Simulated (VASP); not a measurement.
# CaMg (P4/mmm) in VASP: further runs

The runs below take CaMg through single point, with LDA.

Everything below comes from runs of VASP 6.6.1. Logs are shortened: lines on timing, memory, paths and dates and some standing lists are left out, and cuts for length are marked.

### Step 1. The cell of the first run

It takes space group P4/mmm (No. 123, tetragonal). The conventional cell has a = 3.961 Å, b = 3.961 Å, c = 4.246 Å, α = 90.00°, β = 90.00°, γ = 90.00°. Ca (site symmetry 4/mmm) has 8 Mg at 3.51 Å and 6 Ca at 3.96 to 4.25 Å within 4.6 Å. Within 4.6 Å of Mg (site symmetry 4/mmm) lie 8 Ca at 3.51 Å and 6 Mg at 3.96 to 4.25 Å.

### Step 2. Single point, LDA (33.31 Å³/atom)

INCAR

```
PREC = Accurate
ENCUT = 520
EDIFF = 1E-6
ISMEAR = 0
SIGMA = 0.15
LREAL = F
LASPH = T
NELM = 100
ALGO = Fast
ISIF = 2
LWAVE = F
LCHARG = F
GGA = CA
NBANDS = 13
```

KPOINTS

```
Automatic mesh
0
Gamma
  14 14 14
```

POSCAR

```
CaMg
1.0
    3.9610650328      0.0000000000      0.0000000000
    0.0000000000      3.9610650328      0.0000000000
    0.0000000000      0.0000000000      4.2462617152
Ca Mg
1 1
Direct
    0.0000000000      0.0000000000      0.0000000000
    0.5000000000      0.5000000000      0.5000000000
```

Potentials or basis: VASP PAW LDA potentials, release 64 (Ca_sv, Mg).

The run is started by

```console
> cat potpaw_LDA.64/Ca_sv/POTCAR potpaw_LDA.64/Mg/POTCAR > POTCAR
> mpirun -np 1 vasp_std > vasp.out
```

OUTCAR:

```text
PREC = Accurate
   ENCUT = 520
   EDIFF = 1E-6
   ISMEAR = 0
   LREAL = F
   LASPH = T
   NELM = 100
   ISIF = 2
   GGA = CA

 ion  position               nearest neighbor table
   1  0.000  0.000  0.000-
   2  0.500  0.500  0.500-

  LATTYP: Found a simple tetragonal cell.
 ALAT       =     3.9610650328
 C/A-ratio  =     1.0720000000

  Lattice vectors:

 A1 = (   3.9610650328,   0.0000000000,   0.0000000000)
 A2 = (   0.0000000000,   3.9610650328,   0.0000000000)
 A3 = (   0.0000000000,   0.0000000000,   4.2462617152)

Analysis of symmetry for initial positions (statically):
=====================================================================
 Subroutine PRICEL returns:
 Original cell was already a primitive cell.

 Routine SETGRP: Setting up the symmetry group for a
 simple tetragonal supercell.

 Subroutine GETGRP returns: Found 16 space group operations
 (whereof 16 operations were pure point group operations)
 out of a pool of 16 trial point group operations.

The static configuration has the point symmetry D_4h.

Analysis of symmetry for dynamics (positions and initial velocities):
=====================================================================
 Subroutine PRICEL returns:
 Original cell was already a primitive cell.

 Routine SETGRP: Setting up the symmetry group for a
 simple tetragonal supercell.

 Subroutine GETGRP returns: Found 16 space group operations
 (whereof 16 operations were pure point group operations)
 out of a pool of 16 trial point group operations.

The dynamic configuration has the point symmetry D_4h.

 Subroutine INISYM returns: Found 16 space group operations
 (whereof 16 operations are pure point group operations),
 and found     1 'primitive' translations

----------------------------------------------------------------------------------------

                                     Primitive cell

  volume of cell :      66.6240

  direct lattice vectors                    reciprocal lattice vectors
     3.961065033  0.000000000  0.000000000     0.252457355  0.000000000  0.000000000
     0.000000000  3.961065033  0.000000000     0.000000000  0.252457355  0.000000000
     0.000000000  0.000000000  4.246261715     0.000000000  0.000000000  0.235501264

  length of vectors
     3.961065033  3.961065033  4.246261715     0.252457355  0.252457355  0.235501264

  position of ions in fractional coordinates (direct lattice)
     0.000000000  0.000000000  0.000000000
     0.500000000  0.500000000  0.500000000

  ion indices of the primitive-cell ions
   primitive index   ion index
                 1           1
                 2           2

----------------------------------------------------------------------------------------

 KPOINTS: Automatic mesh

Automatic generation of k-mesh.
 Grid dimensions read from file:
 generate k-points for:   14   14   14

 Generating k-lattice:

  Cartesian coordinates                     Fractional coordinates (reciprocal lattice)
     0.018032668  0.000000000  0.000000000     0.071428571  0.000000000  0.000000000
     0.000000000  0.018032668  0.000000000     0.000000000  0.071428571  0.000000000
     0.000000000  0.000000000  0.016821519     0.000000000  0.000000000  0.071428571

  Length of vectors
     0.018032668  0.018032668  0.016821519

  Shift w.r.t. Gamma in fractional coordinates (k-lattice)
     0.000000000  0.000000000  0.000000000

 Subroutine IBZKPT returns following result:
 ===========================================

 Found    288 irreducible k-points:

 Following reciprocal coordinates:
            Coordinates               Weight
  0.000000  0.000000  0.000000      1.000000
  0.071429  0.000000  0.000000      4.000000
  0.142857  0.000000  0.000000      4.000000
  0.214286  0.000000  0.000000      4.000000
  0.285714  0.000000  0.000000      4.000000
  0.357143  0.000000  0.000000      4.000000
[... 16 lines left out ...]
  0.285714  0.214286  0.000000      8.000000
  0.357143  0.214286  0.000000      8.000000
 [... further k-points ...]
   k-points           NKPTS =    288   k-points in BZ     NKDIM =    288   number of bands    NBANDS=     13
   number of dos      NEDOS =    301   number of ions     NIONS =      2
   total plane-waves  NPLWV =  28800
   dimension x,y,z NGX =    30 NGY =   30 NGZ =   32
   dimension x,y,z NGXF=    60 NGYF=   60 NGZF=   64
   ions per type =               1   1
   NGX,Y,Z   is equivalent  to a cutoff of  12.59, 12.59, 12.53 a.u.
   NGXF,Y,Z  is equivalent  to a cutoff of  25.18, 25.18, 25.06 a.u.
 SYSTEM =  unknown system
   PREC   = accura    normal or accurate (medium, high low for compatibility)
   ISTART =      0    job   : 0-new  1-cont  2-samecut
   ICHARG =      2    charge: 1-file 2-atom 10-const
   ISPIN  =      1    spin polarized calculation?
   LNONCOLLINEAR =      F non collinear calculations
   LSORBIT =      F    spin-orbit coupling
   LASPH  =      T    aspherical Exc in radial PAW
   ENCUT  =  520.0 eV  38.22 Ry    6.18 a.u.   7.36  7.36  7.90*2*pi/ulx,y,z
   NELM   =    100;   NELMIN=  2; NELMDL= -5     # of ELM steps
   EDIFF  = 0.1E-05   stopping-criterion for ELM
   LREAL  =      F    real-space projection
[... 7 lines left out ...]
   TEBEG  =    0.0;   TEEND  =   0.0 temperature during run
   PSTRESS=    0.0 pullay stress
   NELECT =      12.0000    total number of electrons
   NUPDOWN=      -1.0000    fix difference up-down
   EMIN   =  10.00;   EMAX   =-10.00  energy-range for DOS
   EFERMI =   0.00;   METHOD = LEGACY
   ISMEAR =     0;   SIGMA  =   0.15  broadening in eV -4-tet -1-fermi 0-gaus
   EFERMI_NEDOS =   21; number of points for ismear=-14 and -15
   IALGO  =     68    algorithm
   IMIX   =      4    mixing-type and parameters
     AMIX     =   0.40;   BMIX     =  1.00
     AMIX_MAG =   1.60;   BMIX_MAG =  1.00
  volume/ion in A,a.u.               =      33.31       224.80
  Fermi-wavevector in a.u.,A,eV,Ry     =   0.924539  1.747124 11.629872  0.854771
  Thomas-Fermi vector in A             =   2.050295
   LORBIT       =      0    0 simple, 1 ext, 2 COOP (PROOUT), +10 PAW based schemes
   GGA     = CA    functional components
   LHFCALC =     F    Hartree Fock is set to
   AEXX    =    0.0000 exact exchange contribution
   IVDW    =     0    specifies the selected vdW correction
   LEPSILON=     F    determine dielectric tensor
   LRPA    =     F    only Hartree local field effects (RPA)
 non-spin polarized calculation
 RMM-DIIS sequential band-by-band and
 Gauss-broadening in eV      SIGMA  =   0.15
  energy-cutoff  :      520.00
  volume of cell :       66.62
 maximum number of plane-waves:      1820
 NGX is ok and might be reduce to    30
   NGX = 15   NGY = 15   NGZ = 15

 number of electron      11.9999995 magnetization

 Free energy of the ion-electron system (eV)
  ---------------------------------------------------
  ext. energy  EPLUGINS =         0.00000000
  ---------------------------------------------------
  free energy    TOTEN  =        -4.17496179 eV

  energy without entropy =       -4.15456116  energy(sigma->0) =       -4.16476148

 E-fermi :   1.7347     XC(G=0):  -8.1701

 val. band max:        1.7204591076   @ k =   0.3571   0.3571   0.2143
 cond. band min:       1.7389866248   @ k =   0.5000   0.4286   0.1429
 fundamental gap:      0.0185275172
 Fermi energy:         1.7347322106

 k-point     1 :       0.0000    0.0000    0.0000
  band No.  band energies     occupation
      1     -39.5133      2.00000
      2     -20.7903      2.00000
      3     -20.7763      2.00000
      4     -20.7763      2.00000
      5      -3.2331      2.00000
      6       2.6310      0.00000
      7       2.7831      0.00000
      8       4.7432      0.00000
      9       5.1750      0.00000
     10       5.1750      0.00000
     11       5.3882      0.00000
     12       5.9173      0.00000
     13       5.9173      0.00000

 k-point     2 :       0.0714    0.0000    0.0000
  band No.  band energies     occupation
      1     -39.5131      2.00000
      2     -20.7899      2.00000
      3     -20.7798      2.00000
      4     -20.7760      2.00000
      5      -3.1802      2.00000
      6       2.6350      0.00000
      7       2.7498      0.00000
      8       4.5462      0.00000
      9       5.1839      0.00000
     10       5.1913      0.00000
     11       5.4019      0.00000
     12       5.6793      0.00000
     13       6.1472      0.00000

 k-point     3 :       0.1429    0.0000    0.0000
  band No.  band energies     occupation
      1     -39.5125      2.00000
      2     -20.7896      2.00000
      3     -20.7890      2.00000
      4     -20.7752      2.00000
      5      -3.0224      2.00000
      6       2.4594      0.00000
      7       2.7838      0.00000
      8       4.2547      0.00000
      9       4.8857      0.00000
     10       5.2086      0.00000
     11       5.3100      0.00000
     12       5.7858      0.00000
     13       6.5543      0.00000

 k-point     4 :       0.2143    0.0000    0.0000
  band No.  band energies     occupation
      1     -39.5116      2.00000
      2     -20.8038      2.00000
      3     -20.7877      2.00000
      4     -20.7739      2.00000
      5      -2.7628      2.00000
      6       2.0007      0.01214
      7       2.9109      0.00000
      8       3.9884      0.00000
      9       4.6038      0.00000
     10       5.1755      0.00000
     11       5.2451      0.00000
     12       6.2132      0.00000
     13       7.0145      0.00000

 k-point     5 :       0.2857    0.0000    0.0000
  band No.  band energies     occupation
      1     -39.5107      2.00000
      2     -20.8195      2.00000
      3     -20.7863      2.00000
      4     -20.7726      2.00000
      5      -2.4065      2.00000
      6       1.3537      1.99967
      7       3.0729      0.00000
      8       3.7680      0.00000
      9       4.3701      0.00000
     10       5.2865      0.00000
     11       5.3137      0.00000
     12       6.6710      0.00000
     13       7.5135      0.00000
[... 257 lines left out ...]
 k-point    22 :       0.2143    0.2143    0.0000
  band No.  band energies     occupation
      1     -39.5100      2.00000
      2     -20.8018      2.00000
      3     -20.8003      2.00000
      4     -20.7852      2.00000
      5      -2.3109      2.00000
      6       2.2443      0.00000
      7       2.3532      0.00000
      8       3.9355      0.00000
      9       3.9735      0.00000
     10       4.7362      0.00000
     11       5.7758      0.00000
     12       5.9212      0.00000
     13       7.1081      0.00000

 k-point    23 :       0.2857    0.2143    0.0000
  band No.  band energies     occupation
      1     -39.5091      2.00000
      2     -20.8165      2.00000
      3     -20.7995      2.00000
      4     -20.7838      2.00000
      5      -1.9703      2.00000
      6       1.6813      1.38569
      7       2.4974      0.00000
      8       3.8830      0.00000
      9       3.8950      0.00000
     10       4.6743      0.00000
     11       5.6912      0.00000
     12       6.1117      0.00000
     13       7.5189      0.00000

 k-point    24 :       0.3571    0.2143    0.0000
  band No.  band energies     occupation
      1     -39.5082      2.00000
      2     -20.8304      2.00000
      3     -20.7981      2.00000
      4     -20.7825      2.00000
      5      -1.5484      2.00000
      6       0.9995      2.00000
      7       2.7292      0.00000
      8       3.7769      0.00000
      9       3.7935      0.00000
     10       4.6895      0.00000
     11       5.7785      0.00000
     12       6.3848      0.00000
     13       7.9681      0.00000

 [... further k-points ...]

------------------------ aborting loop because EDIFF is reached ----------------------------------------

  FORCE on cell =-STRESS in cart. coord.  units (eV):
  Direction    XX          YY          ZZ          XY          YZ          ZX
  --------------------------------------------------------------------------------------
  -------------------------------------------------------------------------------------
  Total       -1.3237316     -1.3237316     -1.5585920      0.0000000      0.0000000     -0.0000000
  in kB      -31.8331657    -31.8331657    -37.4811000      0.0000000      0.0000000     -0.0000000
  external PRESSURE =     -33.7158105 kB  Pullay stress =       0.0000000 kB

 VOLUME and BASIS-vectors are now :
 -----------------------------------------------------------------------------
  energy-cutoff  :      520.00
  volume of cell :       66.62
      direct lattice vectors                 reciprocal lattice vectors
     3.961065033  0.000000000  0.000000000     0.252457355  0.000000000  0.000000000
     0.000000000  3.961065033  0.000000000     0.000000000  0.252457355  0.000000000
     0.000000000  0.000000000  4.246261715     0.000000000  0.000000000  0.235501264

 POSITION                                       TOTAL-FORCE (eV/Angst)
 -----------------------------------------------------------------------------------
      0.00000      0.00000      0.00000         0.000000      0.000000      0.000000
      1.98053      1.98053      2.12313         0.000000      0.000000      0.000000
 -----------------------------------------------------------------------------------
    total drift:                                0.000000     -0.000000     -0.000000

  FREE ENERGIE OF THE ION-ELECTRON SYSTEM (eV)
  ---------------------------------------------------
  free  energy   TOTEN  =        -4.1749617902 eV

  energy  without entropy=       -4.1545611611  energy(sigma->0) =       -4.16476148
```

Run time: 85 s. Hardware: 1 thread of Intel Xeon 6975P-C (Granite Rapids), shared host; peak memory 0.38 GiB.

Results:

| Item | Value |
| --- | --- |
| Free energy | -4.1750 eV |
| Pressure | -3.4 GPa |
| Band gap on the k mesh | zero (bands 6 and 7 overlap by 1.24 eV) |

Caveat: the cell stands under tension.

### Step 3. Single point, LDA (33.31 Å³/atom)

INCAR

```
PREC = Accurate
ENCUT = 520
EDIFF = 1E-7
ISMEAR = 0
SIGMA = 0.15
LREAL = False
LASPH = True
NELM = 60
ALGO = Fast
ISIF = 2
LWAVE = False
LCHARG = False
NBANDS = 13
```

KPOINTS

```
regular mesh
0
Gamma
  14 14 14
```

POSCAR

```
CaMg
1.0
    3.7815803438      0.0000000000      0.0000000000
    0.0000000000      3.7815803438      0.0000000000
    0.0000000000      0.0000000000      4.6589069835
Ca Mg
1 1
Direct
    0.0000000000      0.0000000000      0.0000000000
    0.5000000000      0.5000000000      0.5000000000
```

Potentials or basis: VASP PAW LDA potentials, release 64 (Ca_sv, Mg).

The run is started by

```console
> cat potpaw_LDA.64/Ca_sv/POTCAR potpaw_LDA.64/Mg/POTCAR > POTCAR
> mpirun -np 1 vasp_std > vasp.out
```

It took 98 s on 1 thread of Intel Xeon 6975P-C (Granite Rapids), shared host; peak memory 0.38 GiB.

The run converged. Its results:

```yaml
Free_energy: -4.1425 eV
Pressure: -3.3 GPa
Band_gap_on_the_k_mesh: zero (bands 6 and 7 overlap by 1.22 eV)
```

Stress tensor (GPa, compression positive):
```
-2.98  0.00  0.00
 0.00 -2.98  0.00
 0.00  0.00 -4.02
```

Levels at points of the mesh, in eV from the Fermi level:
```csv
k point,band 3,band 4,band 5,band 6,band 7,band 8,band 9,band 10
"(0.00, 0.00, 0.00)",-22.51,-22.51,-4.99,0.51,1.12,1.68,3.39,3.39
"(0.50, 0.00, 0.00)",-22.55,-22.50,-2.54,-2.12,1.03,1.61,2.66,3.64
"(0.50, 0.50, 0.00)",-22.61,-22.54,-1.31,0.21,0.21,0.76,1.97,1.97
"(0.00, 0.00, 0.50)",-22.51,-22.51,-3.51,-2.79,1.41,2.69,2.69,3.08
"(0.50, 0.00, 0.50)",-22.56,-22.50,-2.04,-0.60,-0.33,0.00,2.85,3.21
"(0.50, 0.50, 0.50)",-22.61,-22.55,-0.29,-0.14,-0.14,1.19,2.67,2.67
```

Caveat: the cell stands under tension.

### Step 4. Single point, LDA (33.31 Å³/atom)

Changes to INCAR since step 3:

```diff
@@ -2,3 +2,3 @@
 ENCUT = 520
-EDIFF = 1E-7
+EDIFF = 1E-6
 ISMEAR = 0
```

KPOINTS

```
Automatic mesh
0
Gamma
  14 14 14
```

POSCAR

```
CaMg
1.0
    4.1490377731      0.0000000000      0.0000000000
    0.0000000000      4.1490377731      0.0000000000
    0.0000000000      0.0000000000      3.8702224348
Ca Mg
1 1
Direct
    0.0000000000      0.0000000000      0.0000000000
    0.5000000000      0.5000000000      0.5000000000
```

The run is started by

```console
> cat potpaw_LDA.64/Ca_sv/POTCAR potpaw_LDA.64/Mg/POTCAR > POTCAR
> mpirun -np 1 vasp_std > vasp.out
```

Wall time 71 s (1 thread of Intel Xeon 6975P-C (Granite Rapids), shared host); peak memory 0.38 GiB.

It converged, with:

```
Free energy            : -4.1725 eV
Pressure               : -3.4 GPa
Band gap on the k mesh : zero (bands 6 and 7 overlap by 1.41 eV)
```

Stress tensor (GPa, compression positive):
```
-3.67  0.00  0.00
 0.00 -3.67  0.00
 0.00  0.00 -2.76
```

Levels at points of the mesh, in eV from the Fermi level:
| k point | band 3 | band 4 | band 5 | band 6 | band 7 | band 8 | band 9 | band 10 |
| --- | --- | --- | --- | --- | --- | --- | --- | --- |
| (0.00, 0.00, 0.00) | -22.52 | -22.51 | -4.97 | 0.92 | 1.01 | 3.34 | 3.38 | 3.38 |
| (0.50, 0.00, 0.00) | -22.52 | -22.51 | -3.00 | -2.44 | 1.58 | 1.91 | 2.51 | 3.71 |
| (0.50, 0.50, 0.00) | -22.56 | -22.51 | -2.04 | -0.45 | -0.45 | 0.03 | 2.91 | 2.91 |
| (0.00, 0.00, 0.50) | -22.52 | -22.52 | -2.64 | -2.19 | 1.75 | 1.93 | 1.93 | 3.57 |
| (0.50, 0.00, 0.50) | -22.56 | -22.51 | -1.75 | -0.26 | -0.16 | 0.34 | 2.43 | 2.60 |
| (0.50, 0.50, 0.50) | -22.55 | -22.55 | -0.26 | -0.26 | -0.22 | 1.05 | 2.56 | 2.59 |

Caveat: the cell stands under tension.

[end of part 1 of 2]
